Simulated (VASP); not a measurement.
# Sn2SeS3: single point with PBE

Sn2SeS3:

```
CELL_PARAMETERS angstrom
-2.90877 2.90877 4.64243
2.90877 -2.90877 4.64243
2.90877 2.90877 -4.64243
ATOMIC_POSITIONS crystal
Sn 0.50000 0.00000 0.50000
Sn 0.00000 0.50000 0.50000
Se 0.50000 0.50000 0.00000
S 0.78853 0.78853 0.00000
S 0.21147 0.21147 0.00000
S 0.00000 0.00000 0.00000
```

```yaml
Program: VASP 6.6.1
Task: single point
Functional: PBE
Potentials_or_basis: VASP PAW PBE potentials, release 64 (Sn_d, Se, S)
Cutoff: 520 eV
k_mesh: 4 × 4 × 4
Occupations: gaussian, width 0.1 eV
Spin: no spin polarisation
```

| Item | Value |
| --- | --- |
| Pressure | 5.4 GPa |
| Largest force | 4.266 eV/Å |
| Band gap on the k mesh | zero (band 26 reaches 5.00 eV, above the bottom of band 27 at 4.61 eV) |

Forces on the atoms (eV/Å):
```
Sn   0.000  0.000  0.000
Sn   0.000  0.000  0.000
Se   0.000  0.000  0.000
S    0.000  0.000 -4.266
S    0.000  0.000  4.266
S    0.000  0.000  0.000
```

Stress tensor (GPa, compression positive):
```
-0.93  0.00  0.00
 0.00 -0.93  0.00
 0.00  0.00 18.09
```

Levels at points of the mesh, in eV from the Fermi level:
```tsv
k point	band 23	band 24	band 25	band 26	band 27	band 28	band 29	band 30
(0.00, 0.00, 0.00)	-2.93	-1.11	-0.12	0.12	0.26	0.26	2.07	3.28
(0.50, 0.00, 0.00)	-2.20	-1.18	-1.05	-0.58	0.81	1.22	1.48	1.73
(0.50, 0.50, 0.00)	-1.06	-0.81	-0.32	-0.13	0.35	0.57	1.00	1.08
(0.50, 0.50, 0.50)	-2.07	-1.22	-0.55	-0.55	-0.01	0.04	1.86	4.00
```

Wall time 66 s on 1 thread of AMD EPYC 9R14 (Zen 4) (shared host), peak memory 0.32 GiB.

Caveat: the k points lie up to 0.38 Å⁻¹ apart; spin-orbit coupling is left out, which moves the levels of the heavy elements; forces of over 1 eV/Å act on the atoms, so gaps and moduli don't describe the material at rest.
